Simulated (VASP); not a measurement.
# GaN (I4/mmm) in VASP: a series of runs, part 2 of 2

VASP 6.6.1. Earlier steps stand in the parts before.

## 3. Single point, PBE (strain +0.030 along x and y, -0.015 along z)

The input, INCAR:

```
PREC     = Accurate       # precision mode
ENCUT    = 520            # plane-wave cutoff, eV
EDIFF    = 1E-7           # SCF threshold, eV
ISMEAR   = 0              # smearing method
SIGMA    = 0.05           # smearing width, eV
LREAL    = False          # projectors in reciprocal space
LASPH    = True           # aspherical terms in the spheres
NELM     = 100            # most SCF steps
ALGO     = Normal         # electronic algorithm
ISIF     = 2              # what is computed and relaxed
LWAVE    = False          # write WAVECAR
LCHARG   = False          # write CHGCAR
GGA      = PE             # functional
NBANDS   = 16             # bands
```

The input, KPOINTS:

```
regular mesh
0
Gamma
  14 14 14
```

The input, POSCAR:

```
GaN
1.0
    0.0000000000      2.1992920500      2.1032064750
    2.1992920500      0.0000000000      2.1032064750
    2.1992920500      2.1992920500      0.0000000000
Ga N
1 1
Direct
    0.0000000000      0.0000000000      0.0000000000
    0.5000000000      0.5000000000      0.5000000000
```

Potentials or basis: VASP PAW PBE potentials, release 64 (Ga_d, N).

On the command line:

```console
cat potpaw_PBE.64/Ga_d/POTCAR potpaw_PBE.64/N/POTCAR > POTCAR
mpirun -np 1 vasp_std > vasp.out
```

OUTCAR:

```text
PREC = Accurate
   ENCUT = 520
   EDIFF = 1E-7
   ISMEAR = 0
   LREAL = False
   LASPH = True
   NELM = 100
   ISIF = 2
   GGA = PE

 ion  position               nearest neighbor table
   1  0.000  0.000  0.000-   2 2.10   2 2.10   2 2.20   2 2.20   2 2.20   2 2.20
   2  0.500  0.500  0.500-   1 2.10   1 2.10   1 2.20   1 2.20   1 2.20   1 2.20

  LATTYP: Found a body centered tetragonal cell.
 ALAT       =     3.1102686447
 C/A-ratio  =     1.3524275329

  Lattice vectors:

 A1 = (   0.0000000000,  -2.1992920500,  -2.1032064750)
 A2 = (   0.0000000000,   2.1992920500,  -2.1032064750)
 A3 = (   2.1992920500,   0.0000000000,   2.1032064750)

Analysis of symmetry for initial positions (statically):
=====================================================================
 Subroutine PRICEL returns:
 Original cell was already a primitive cell.

 Routine SETGRP: Setting up the symmetry group for a
 body centered tetragonal supercell.

 Subroutine GETGRP returns: Found 16 space group operations
 (whereof 16 operations were pure point group operations)
 out of a pool of 16 trial point group operations.

The static configuration has the point symmetry D_4h.

Analysis of symmetry for dynamics (positions and initial velocities):
=====================================================================
 Subroutine PRICEL returns:
 Original cell was already a primitive cell.

 Routine SETGRP: Setting up the symmetry group for a
 body centered tetragonal supercell.

 Subroutine GETGRP returns: Found 16 space group operations
 (whereof 16 operations were pure point group operations)
 out of a pool of 16 trial point group operations.

The dynamic configuration has the point symmetry D_4h.

 Subroutine INISYM returns: Found 16 space group operations
 (whereof 16 operations are pure point group operations),
 and found     1 'primitive' translations

----------------------------------------------------------------------------------------

                                     Primitive cell

  volume of cell :      20.3459

  direct lattice vectors                    reciprocal lattice vectors
     0.000000000  2.199292050  2.103206475    -0.227345886  0.227345886  0.237732246
     2.199292050  0.000000000  2.103206475     0.227345886 -0.227345886  0.237732246
     2.199292050  2.199292050  0.000000000     0.227345886  0.227345886 -0.237732246

  length of vectors
     3.043084455  3.043084455  3.110268645     0.399861132  0.399861132  0.399861132

  position of ions in fractional coordinates (direct lattice)
     0.000000000  0.000000000  0.000000000
     0.500000000  0.500000000  0.500000000

  ion indices of the primitive-cell ions
   primitive index   ion index
                 1           1
                 2           2

----------------------------------------------------------------------------------------

 KPOINTS: regular mesh

Automatic generation of k-mesh.
 Grid dimensions read from file:
 generate k-points for:   14   14   14

 Generating k-lattice:

  Cartesian coordinates                     Fractional coordinates (reciprocal lattice)
    -0.016238992  0.016238992  0.016980875     0.071428571  0.000000000  0.000000000
     0.016238992 -0.016238992  0.016980875     0.000000000  0.071428571  0.000000000
     0.016238992  0.016238992 -0.016980875    -0.000000000 -0.000000000  0.071428571

  Length of vectors
     0.028561509  0.028561509  0.028561509

  Shift w.r.t. Gamma in fractional coordinates (k-lattice)
     0.000000000  0.000000000  0.000000000

 Subroutine IBZKPT returns following result:
 ===========================================

 Found    244 irreducible k-points:

 Following reciprocal coordinates:
            Coordinates               Weight
  0.000000  0.000000  0.000000      1.000000
  0.071429  0.000000  0.000000      8.000000
  0.142857 -0.000000  0.000000      8.000000
  0.214286  0.000000  0.000000      8.000000
  0.285714  0.000000  0.000000      8.000000
  0.357143  0.000000  0.000000      8.000000
[... 16 lines left out ...]
  0.214286  0.142857  0.000000      8.000000
  0.285714  0.142857  0.000000      8.000000
 [... further k-points ...]
   k-points           NKPTS =    244   k-points in BZ     NKDIM =    244   number of bands    NBANDS=     16
   number of dos      NEDOS =    301   number of ions     NIONS =      2
   total plane-waves  NPLWV =  13824
   dimension x,y,z NGX =    24 NGY =   24 NGZ =   24
   dimension x,y,z NGXF=    48 NGYF=   48 NGZF=   48
   ions per type =               1   1
   NGX,Y,Z   is equivalent  to a cutoff of  13.11, 13.11, 12.83 a.u.
   NGXF,Y,Z  is equivalent  to a cutoff of  26.22, 26.22, 25.66 a.u.
 SYSTEM =  unknown system
   PREC   = accura    normal or accurate (medium, high low for compatibility)
   ISTART =      0    job   : 0-new  1-cont  2-samecut
   ICHARG =      2    charge: 1-file 2-atom 10-const
   ISPIN  =      1    spin polarized calculation?
   LNONCOLLINEAR =      F non collinear calculations
   LSORBIT =      F    spin-orbit coupling
   LASPH  =      T    aspherical Exc in radial PAW
   ENCUT  =  520.0 eV  38.22 Ry    6.18 a.u.   5.66  5.66  5.78*2*pi/ulx,y,z
   NELM   =    100;   NELMIN=  2; NELMDL= -5     # of ELM steps
   EDIFF  = 0.1E-06   stopping-criterion for ELM
   LREAL  =      F    real-space projection
   EDIFFG = 0.1E-05   stopping-criterion for IOM
   NSW    =      0    number of steps for IOM
   IBRION =     -1    ionic relax: 0-MD 1-quasi-New 2-CG
   NFREE  =      0    steps in history (QN), initial steepest desc. (CG)
   ISIF   =      2    stress and relaxation
   ISYM   =      2    0-nonsym 1-usesym 2-fastsym
   POTIM  = 0.5000    time-step for ionic-motion
   TEBEG  =    0.0;   TEEND  =   0.0 temperature during run
   PSTRESS=    0.0 pullay stress
   NELECT =      18.0000    total number of electrons
   NUPDOWN=      -1.0000    fix difference up-down
   EMIN   =  10.00;   EMAX   =-10.00  energy-range for DOS
   EFERMI =   0.00;   METHOD = LEGACY
   ISMEAR =     0;   SIGMA  =   0.05  broadening in eV -4-tet -1-fermi 0-gaus
   EFERMI_NEDOS =   21; number of points for ismear=-14 and -15
   IALGO  =     38    algorithm
   IMIX   =      4    mixing-type and parameters
     AMIX     =   0.40;   BMIX     =  1.00
     AMIX_MAG =   1.60;   BMIX_MAG =  1.00
  volume/ion in A,a.u.               =      10.17        68.65
  Fermi-wavevector in a.u.,A,eV,Ry     =   1.571592  2.969878 33.605041  2.469901
  Thomas-Fermi vector in A             =   2.673153
   LORBIT       =      0    0 simple, 1 ext, 2 COOP (PROOUT), +10 PAW based schemes
   GGA     = PE    functional components
   LHFCALC =     F    Hartree Fock is set to
   AEXX    =    0.0000 exact exchange contribution
   IVDW    =     0    specifies the selected vdW correction
   LEPSILON=     F    determine dielectric tensor
   LRPA    =     F    only Hartree local field effects (RPA)
 non-spin polarized calculation
 Gauss-broadening in eV      SIGMA  =   0.05
  energy-cutoff  :      520.00
  volume of cell :       20.35
 maximum number of plane-waves:       562
   NGX = 11   NGY = 11   NGZ = 11

 number of electron      17.9999990 magnetization

 Free energy of the ion-electron system (eV)
  ---------------------------------------------------
  ext. energy  EPLUGINS =         0.00000000
  ---------------------------------------------------
  free energy    TOTEN  =       -11.17611915 eV

  energy without entropy =      -11.17606627  energy(sigma->0) =      -11.17609271

 E-fermi :   7.0548     XC(G=0): -12.6559

 val. band max:        6.9995865608   @ k =  -0.2143  -0.0000   0.1429
 cond. band min:       7.2860107938   @ k =   0.5000   0.0000   0.5000
 fundamental gap:      0.2864242329
 Fermi energy:         7.0548126836

 k-point     1 :       0.0000    0.0000    0.0000
  band No.  band energies     occupation
      1      -9.6089      2.00000
      2      -7.0381      2.00000
      3      -7.0381      2.00000
      4      -7.0261      2.00000
      5      -6.9858      2.00000
      6      -6.9214      2.00000
[... 8 lines left out ...]
     15      21.5432      0.00000
     16      22.8297      0.00000
[... 419 lines left out ...]
 k-point    24 :       0.2857    0.1429    0.0000
  band No.  band energies     occupation
      1      -8.3759      2.00000
      2      -7.0842      2.00000
      3      -7.0353      2.00000
      4      -7.0253      2.00000
      5      -6.8998      2.00000
      6      -6.8962      2.00000
[... 8 lines left out ...]
     15      26.1951      0.00000
     16      26.9478      0.00000

 [... further k-points ...]

------------------------ aborting loop because EDIFF is reached ----------------------------------------

  FORCE on cell =-STRESS in cart. coord.  units (eV):
  Direction    XX          YY          ZZ          XY          YZ          ZX
  --------------------------------------------------------------------------------------
  -------------------------------------------------------------------------------------
  Total       -1.1558525     -1.1558525     -0.4799276      0.0000000      0.0000000      0.0000000
  in kB      -91.0196743    -91.0196743    -37.7927616      0.0000000      0.0000000      0.0000000
  external PRESSURE =     -73.2773701 kB  Pullay stress =       0.0000000 kB

 VOLUME and BASIS-vectors are now :
 -----------------------------------------------------------------------------
  energy-cutoff  :      520.00
  volume of cell :       20.35
      direct lattice vectors                 reciprocal lattice vectors
     0.000000000  2.199292050  2.103206475    -0.227345886  0.227345886  0.237732246
     2.199292050  0.000000000  2.103206475     0.227345886 -0.227345886  0.237732246
     2.199292050  2.199292050  0.000000000     0.227345886  0.227345886 -0.237732246

 POSITION                                       TOTAL-FORCE (eV/Angst)
 -----------------------------------------------------------------------------------
      0.00000      0.00000      0.00000         0.000000     -0.000000      0.000000
      2.19929      2.19929      2.10321        -0.000000      0.000000      0.000000
 -----------------------------------------------------------------------------------
    total drift:                                0.000000     -0.000000     -0.000000

  FREE ENERGIE OF THE ION-ELECTRON SYSTEM (eV)
  ---------------------------------------------------
  free  energy   TOTEN  =       -11.1761191489 eV

  energy  without entropy=      -11.1760662666  energy(sigma->0) =      -11.17609271
```

Run time: 45 s. Hardware: 1 thread of Intel Xeon Platinum 8488C (Sapphire Rapids), shared host; peak memory 0.2 GiB.

Results:

```yaml
Free_energy: -11.1761 eV
Pressure: -7.3 GPa
Band_gap_on_the_k_mesh: zero (band 9 reaches 7.00 eV, above the bottom of band 10 at 6.91 eV)
```

Caveat: the cell differs from its parent crystal (strain +0.030 along x and y, -0.015 along z).

## 4. Single point, PBE (strain +0.015 along x and y, -0.030 along z)

The input, INCAR:

```
SYSTEM = GaN
  PREC = Accurate
  ENCUT = 520
  EDIFF = 1E-7
  ISMEAR = 0
  SIGMA = 0.05
  LREAL = .FALSE.
  LASPH = .TRUE.
  NELM = 60
  ALGO = Normal
  ISIF = 2
  LWAVE = .FALSE.
  LCHARG = .FALSE.
  GGA = PE
  NBANDS = 16
```

The input, KPOINTS:

```
regular mesh
0
G
  14 14 14
  0 0 0
```

The input, POSCAR:

```
GaN
1.0
    0.0000000000      2.1672635250      2.0711779500
    2.1672635250      0.0000000000      2.0711779500
    2.1672635250      2.1672635250      0.0000000000
Ga N
1 1
Direct
    0.0000000000      0.0000000000      0.0000000000
    0.5000000000      0.5000000000      0.5000000000
```

Potentials or basis: VASP PAW PBE potentials, release 64 (Ga_d, N).

On the command line:

```console
cat potpaw_PBE.64/Ga_d/POTCAR potpaw_PBE.64/N/POTCAR > POTCAR
mpirun -np 1 vasp_std > vasp.out
```

OUTCAR:

```text
SYSTEM = GaN
   PREC = Accurate
   ENCUT = 520
   EDIFF = 1E-7
   ISMEAR = 0
   LREAL = .FALSE.
   LASPH = .TRUE.
   NELM = 60
   ISIF = 2
   GGA = PE

 ion  position               nearest neighbor table
   1  0.000  0.000  0.000-   2 2.07   2 2.07   2 2.17   2 2.17   2 2.17   2 2.17
   2  0.500  0.500  0.500-   1 2.07   1 2.07   1 2.17   1 2.17   1 2.17   1 2.17

  LATTYP: Found a body centered tetragonal cell.
 ALAT       =     3.0649734703
 C/A-ratio  =     1.3515144389

  Lattice vectors:

 A1 = (   0.0000000000,  -2.1672635250,  -2.0711779500)
 A2 = (   0.0000000000,   2.1672635250,  -2.0711779500)
 A3 = (   2.1672635250,   0.0000000000,   2.0711779500)

Analysis of symmetry for initial positions (statically):
=====================================================================
 Subroutine PRICEL returns:
 Original cell was already a primitive cell.

 Routine SETGRP: Setting up the symmetry group for a
 body centered tetragonal supercell.

 Subroutine GETGRP returns: Found 16 space group operations
 (whereof 16 operations were pure point group operations)
 out of a pool of 16 trial point group operations.

The static configuration has the point symmetry D_4h.

[... 157 lines left out ...]
  free energy    TOTEN  =       -11.19298299 eV

  energy without entropy =      -11.19297447  energy(sigma->0) =      -11.19297873

 E-fermi :   7.6283     XC(G=0): -12.9052

 val. band max:        7.5351897079   @ k =  -0.2143  -0.0000   0.1429
 cond. band min:       7.6811541978   @ k =   0.5000   0.5000   0.0000
 fundamental gap:      0.1459644899
 Fermi energy:         7.6283486667

 k-point     1 :       0.0000    0.0000    0.0000
  band No.  band energies     occupation
      1      -9.4986      2.00000
      2      -6.4843      2.00000
      3      -6.4843      2.00000
      4      -6.4675      2.00000
      5      -6.4233      2.00000
      6      -6.3555      2.00000
[... 433 lines left out ...]
      3      -6.5011      2.00000
      4      -6.4713      2.00000
      5      -6.3438      2.00000
      6      -6.3269      2.00000
[... 8 lines left out ...]
     15      27.2268      0.00000
     16      27.9739      0.00000

 [... further k-points ...]
[... 5 lines left out ...]
  --------------------------------------------------------------------------------------
  -------------------------------------------------------------------------------------
  Total       -0.1566039     -0.1566039      0.7698627      0.0000000      0.0000000      0.0000000
  in kB      -12.8956191    -12.8956191     63.3947067      0.0000000      0.0000000      0.0000000
  external PRESSURE =      12.5344895 kB  Pullay stress =       0.0000000 kB

 VOLUME and BASIS-vectors are now :
 -----------------------------------------------------------------------------
  energy-cutoff  :      520.00
  volume of cell :       19.46
      direct lattice vectors                 reciprocal lattice vectors
     0.000000000  2.167263525  2.071177950    -0.230705678  0.230705678  0.241408518
     2.167263525  0.000000000  2.071177950     0.230705678 -0.230705678  0.241408518
     2.167263525  2.167263525  0.000000000     0.230705678  0.230705678 -0.241408518

 POSITION                                       TOTAL-FORCE (eV/Angst)
 -----------------------------------------------------------------------------------
      0.00000      0.00000      0.00000        -0.000000     -0.000000     -0.000000
      2.16726      2.16726      2.07118         0.000000      0.000000      0.000000
 -----------------------------------------------------------------------------------
    total drift:                                0.000000     -0.000000     -0.000000

  FREE ENERGIE OF THE ION-ELECTRON SYSTEM (eV)
  ---------------------------------------------------
  free  energy   TOTEN  =       -11.1929829912 eV

  energy  without entropy=      -11.1929744734  energy(sigma->0) =      -11.19297873
```

OSZICAR:

```text
N       E                     dE             d eps       ncg     rms          rms(c)
DAV:   1     0.736734058568E+02    0.73673E+02   -0.92683E+03  9072   0.211E+03
DAV:   2    -0.847171957964E+01   -0.82145E+02   -0.76139E+02  9096   0.319E+02
DAV:   3    -0.129566679046E+02   -0.44849E+01   -0.44706E+01  9112   0.637E+01
DAV:   4    -0.129959426146E+02   -0.39275E-01   -0.39271E-01  9744   0.628E+00
DAV:   5    -0.129963980148E+02   -0.45540E-03   -0.45540E-03  9376   0.624E-01    0.729E+00
DAV:   6    -0.112171712027E+02    0.17792E+01   -0.44515E+00 11424   0.390E+01    0.240E+00
DAV:   7    -0.112082016549E+02    0.89695E-02   -0.21998E-01  9320   0.532E+00    0.157E+00
DAV:   8    -0.111949737853E+02    0.13228E-01   -0.36504E-02  8704   0.215E+00    0.569E-01
DAV:   9    -0.111929475969E+02    0.20262E-02   -0.68435E-03  9472   0.178E+00    0.125E-01
DAV:  10    -0.111929911025E+02   -0.43506E-04   -0.62548E-04  9304   0.294E-01    0.339E-02
DAV:  11    -0.111929813183E+02    0.97842E-05   -0.45069E-05 10088   0.796E-02    0.841E-03
DAV:  12    -0.111929830858E+02   -0.17675E-05   -0.30992E-06  9848   0.302E-02    0.397E-03
DAV:  13    -0.111929829912E+02    0.94577E-07   -0.25868E-07  8520   0.473E-03
   1 F= -.11192983E+02 E0= -.11192979E+02  d E =-.851786E-05
```

Run time: 42 s. Hardware: 1 thread of Intel Xeon Platinum 8488C (Sapphire Rapids), shared host; peak memory 0.19 GiB.

Results:

```yaml
Free_energy: -11.1930 eV
Pressure: 1.3 GPa
Band_gap_on_the_k_mesh: 0.15 eV, indirect (least direct gap 2.26 eV)
```

Levels at points of the mesh, in eV from the valence-band top:
| k point | band 7 | band 8 | band 9 | band 10 | band 11 | band 12 |
| --- | --- | --- | --- | --- | --- | --- |
| (0.00, 0.00, 0.00) | -0.79 | -0.36 | -0.36 | 1.90 | 14.44 | 14.44 |
| (0.50, 0.00, 0.00) | -8.11 | -0.29 | -0.09 | 4.51 | 8.49 | 9.03 |
| (0.50, 0.50, 0.00) | -6.84 | -3.12 | -3.12 | 0.15 | 7.45 | 11.99 |
| (0.50, 0.00, 0.50) | -6.94 | -3.17 | -2.54 | 0.57 | 7.98 | 11.42 |

Caveat: the cell differs from its parent crystal (strain +0.015 along x and y, -0.030 along z).

## 5. Overview

| cell | gap on the mesh (eV) | pressure (GPa) |
| --- | --- | --- |
| a = 3.021, b = 3.021, c = 3.110 Å, angles 59.0, 59.0, 62.0°, 2 atoms | none | -4.1 |
| a = 3.043, b = 3.043, c = 3.110 Å, angles 59.3, 59.3, 61.5°, 2 atoms | none | -7.3 |
| a = 2.998, b = 2.998, c = 3.065 Å, angles 59.3, 59.3, 61.5°, 2 atoms | 0.15 | 1.3 |

Alike in all rows: task single point; level PBE; potentials or basis VASP PAW PBE potentials, release 64 (Ga_d, N); no spin polarisation; k mesh 14 × 14 × 14; cutoff (eV) 520; smearing gaussian 0.05 eV.

Total energies depend on the potentials used, so only differences within one code and one set of settings carry meaning.
